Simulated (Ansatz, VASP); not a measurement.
# Two plane-wave programs on TiO2

```
CELL_PARAMETERS angstrom
3.01182 0.00000 0.00000
-1.50591 2.60832 0.00000
0.00000 0.00000 4.59726
ATOMIC_POSITIONS crystal
Ti 0.00000 0.00000 0.00000
O 0.33333 0.66667 0.33938
O 0.33333 0.66667 0.66062
```

Alike in both runs: task relaxation of cell and atoms; functional PBE; k mesh 6 × 6 × 4; occupations gaussian, width 0.1 eV; collinear spin.

```csv
,VASP,Ansatz
version,VASP 6.6.1,Ansatz 0.2.0
potentials or method,"VASP PAW PBE potentials, release 64 (Ti_sv, O_h), cutoff 1340 eV","scalar-relativistic, plane waves, PAW"
valence electrons in the cell,24,24
```

|  | VASP | Ansatz | Ansatz less VASP |
| --- | --- | --- | --- |
| gap on the k mesh at the Fermi level, each at its own relaxed structure (eV) | 1.07 | 1.15 | +0.083 |
| net moment per atom (μB) | 0.00 | 0.00 | 0.000 |
| relaxed volume (Å³/atom) | 13.41 | 13.96 | +0.547 |
| relaxed length of the cell vector where the two differ most in proportion (Å) | 5.593 | 5.819 | +0.2263 |

Ansatz's warnings: seeded moment not kept.
